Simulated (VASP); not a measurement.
Write the native input for VASP 6.6.1 that does the following.

```
Task                   : single point
Functional             : PBE
Potentials or basis    : VASP PAW PBE potentials, release 64 (Pr_3, H, Rh_pv), 4f in core
Cutoff                 : 500 eV
k mesh                 : 6 × 6 × 6
Occupations            : gaussian, width 0.1 eV
Spin                   : no spin polarisation
Dipole correction      : no
Further INCAR settings : ALGO = Normal; EDIFF = 1e-06; NBANDS = 36
```

The structure of PrHRh3 lies in POSCAR:

```
PrHRh3
1.0
    2.9832258280      1.7223662349      2.4379108477
   -2.9832258280      1.7223662349      2.4379108477
    0.0000000000     -3.4447324697      2.4379108478
Pr H Rh
1 1 3
Direct
    0.9885287910      0.9885287910      0.9885287910
    0.5909436909      0.5909436909      0.5909436909
    0.4862419575      0.0017094230      0.4862419575
    0.4862419575      0.4862419575      0.0017094230
    0.0017094230      0.4862419575      0.4862419575
```

The input as run:

INCAR

```
SYSTEM = PrHRh3
PREC     = Accurate       ! precision mode
ENCUT    = 500            ! plane-wave cutoff, eV
EDIFF    = 1E-6           ! SCF threshold, eV
ISMEAR   = 0              ! smearing method
SIGMA    = 0.1            ! smearing width, eV
LREAL    = .FALSE.        ! projectors in reciprocal space
LASPH    = .TRUE.         ! aspherical terms in the spheres
NELM     = 200            ! most SCF steps
ALGO     = Normal         ! electronic algorithm
ISIF     = 2              ! what is computed and relaxed
LWAVE    = .FALSE.        ! write WAVECAR
LCHARG   = .FALSE.        ! write CHGCAR
GGA      = PE             ! functional
NBANDS   = 36             ! bands
GGA_COMPAT= .FALSE.      
LMAXMIX  = 6              ! l up to which the mixer works
```

KPOINTS

```
regular mesh
0
G
  6 6 6
  0 0 0
```

Potentials or basis: VASP PAW PBE potentials, release 64 (Pr_3, H, Rh_pv), 4f in core.

Run with:

```sh
$ cat potpaw_PBE.64/Pr_3/POTCAR potpaw_PBE.64/H/POTCAR potpaw_PBE.64/Rh_pv/POTCAR > POTCAR
$ mpirun -np 1 vasp_std > vasp.out
```

Results of the run:

```
Pressure               : -3.5 GPa
Largest force          : 0.008 eV/Å
Band gap on the k mesh : zero (an odd number of electrons rules out a gap without spin polarisation)
```

Caveat: the cell stands under tension; spin-orbit coupling is left out, which moves the levels of the heavy elements; the 4f electrons are frozen in the core, so they carry no moment and show no levels.

It took 82 s on 1 thread of Intel(R) Xeon(R) Platinum 8375C CPU @ 2.90GHz (Ice Lake) (shared host), peak memory 0.22 GiB.
